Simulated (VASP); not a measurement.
Crystal: SiI.

```
Si I
1.0
     0.00000    3.03462    3.03462
     3.03462    0.00000    3.03462
     3.03462    3.03462    0.00000
Si I
1 1
Direct
  0.00000 0.00000 0.00000
  0.25000 0.25000 0.25000
```

* Program: VASP 6.6.1
* Task: relaxation of cell and atoms
* Functional: LDA
* Potentials or basis: VASP PAW LDA potentials, release 64 (Si, I)
* Cutoff: 500 eV
* k mesh: 8 × 8 × 8
* Occupations: fermi-dirac, width 0.1 eV
* Spin: no spin polarisation

At the start: pressure 12.7 GPa; volume 27.95 Å³/atom.

Q: How do energy, volume and symmetry change on relaxing?

A: Over 3 steps the energy falls by 303.2 meV/atom and the volume is 37.50 Å³/atom (+34.2 %); space group F-43m (No. 216, to 0.1 Å) before and after.

The path:
```
step  energy change (eV)  largest force (eV/Å)  pressure (GPa)  volume (Å³)
   1              0.0000                0.0000           12.72        55.89
   2             -0.6057                0.0000           -0.23        75.82
   3             -0.6063                0.0000            0.02        75.00
```

Final structure:
```cif
data_structure
_symmetry_space_group_name_H-M 'P 1'
_symmetry_Int_Tables_number 1
_cell_length_a 4.7336
_cell_length_b 4.7336
_cell_length_c 4.7336
_cell_angle_alpha 60.000
_cell_angle_beta 60.000
_cell_angle_gamma 60.000
_cell_volume 75.00
loop_
_atom_site_label
_atom_site_type_symbol
_atom_site_fract_x
_atom_site_fract_y
_atom_site_fract_z
_atom_site_occupancy
Si1 Si 0.00000 0.00000 0.00000 1
I1 I 0.25000 0.25000 0.25000 1
```

Caveat: the volume moved by over 15 % at a fixed basis, so the end points are rough; an odd number of electrons without spin polarisation forces a metal; a magnetic or distorted state may lie lower.
